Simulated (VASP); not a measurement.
Set up this calculation in VASP 6.6.1, as the native input.

- Task: electric field gradients
- Functional: PBEsol
- Potentials or basis: VASP PAW PBE potentials, release 64 (Al, N)
- Cutoff: 520 eV
- k mesh: 11 × 11 × 6
- Occupations: fermi-dirac, width 0.02 eV
- Spin: no spin polarisation
- Dipole correction: no
- Further INCAR settings: ALGO = Normal; EDIFF = 1e-08; NBANDS = 16

The structure of AlN lies in POSCAR:

```
AlN
1.0
    3.1213377828      0.0000000000      0.0000000000
   -1.5606688914      2.7031578137      0.0000000000
    0.0000000000      0.0000000000      4.9945383275
Al N
2 2
Direct
    0.3333333333      0.6666666667      0.0000000000
    0.6666666667      0.3333333333      0.5000000000
    0.3333333333      0.6666666667      0.3850000000
    0.6666666667      0.3333333333      0.8850000000
```

One way to write it, as run:

INCAR

```
PREC = Accurate
ENCUT = 520
EDIFF = 1E-8
ISMEAR = -1
SIGMA = 0.02
LREAL = False
LASPH = True
NELM = 80
ALGO = Normal
ISIF = 2
LWAVE = False
LCHARG = False
GGA = PS
LEFG = True
NBANDS = 16
```

KPOINTS

```
Automatic mesh
0
Gamma
  11 11 6
```

Potentials or basis: VASP PAW PBE potentials, release 64 (Al, N).

Command:

```console
$ cat potpaw_PBE.64/Al/POTCAR potpaw_PBE.64/N/POTCAR > POTCAR
$ mpirun -np 1 vasp_std > vasp.out
```

It gave:

| Item | Value |
| --- | --- |
| Pressure | -1.5 GPa |
| Largest force | 0.177 eV/Å |
| Band gap on the k mesh | 4.00 eV |
| Largest electric field gradient by atom | Al +8.4; N +0.6 V/Å² |

Caveat: without QUAD_EFG the Cq values of the log hold for a quadrupole moment of 1 mb, not for the nuclei; the PAW data sets were made with another functional, which shifts forces and pressure a little; an odd mesh through Γ misses points on the zone boundary, where band edges can lie.

It took 55 s on 1 thread of Intel Xeon 8259CL, on a shared host, peak memory 0.17 GiB.
